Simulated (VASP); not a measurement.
Write the native input for VASP 6.6.1 that does the following.

- Task: single point
- Functional: PBEsol
- Potentials or basis: VASP PAW PBE potentials, release 64 (Ag)
- Cutoff: 520 eV
- k mesh: 20 × 20 × 20
- Occupations: gaussian, width 0.15 eV
- Spin: no spin polarisation
- Dipole correction: no
- Further INCAR settings: ALGO = Fast; EDIFF = 1e-07; NBANDS = 12

The structure of Ag lies in POSCAR:

```
Ag
1.0
    0.0000000000      2.0431000000      2.1248240000
    2.0431000000      0.0000000000      2.1248240000
    2.0431000000      2.0431000000      0.0000000000
Ag
1
Direct
    0.0000000000      0.0000000000      0.0000000000
```

This cell differs from its parent crystal: strain +0.000 along x and y, +0.040 along z.

One way to write it, as run:

INCAR

```
PREC = Accurate
ENCUT = 520
EDIFF = 1E-7
ISMEAR = 0
SIGMA = 0.15
LREAL = False
LASPH = True
NELM = 100
ALGO = Fast
ISIF = 2
LWAVE = False
LCHARG = False
GGA = PS
NBANDS = 12
```

KPOINTS

```
regular mesh
0
Gamma
  20 20 20
```

Potentials or basis: VASP PAW PBE potentials, release 64 (Ag).

Command:

```sh
$ cat potpaw_PBE.64/Ag/POTCAR > POTCAR
$ mpirun -np 1 vasp_std > vasp.out
```

It gave:

The pressure is -6.3 GPa. The band gap on the k mesh is zero (an odd number of electrons rules out a gap without spin polarisation).

Caveat: the cell differs from its parent crystal (strain +0.000 along x and y, +0.040 along z); the cell stands under tension; the PAW data sets were made with another functional, which shifts forces and pressure a little.

It took 100 s on 1 thread of Intel(R) Xeon(R) Platinum 8375C CPU @ 2.90GHz (Ice Lake), with other jobs on the host, peak memory 0.25 GiB.
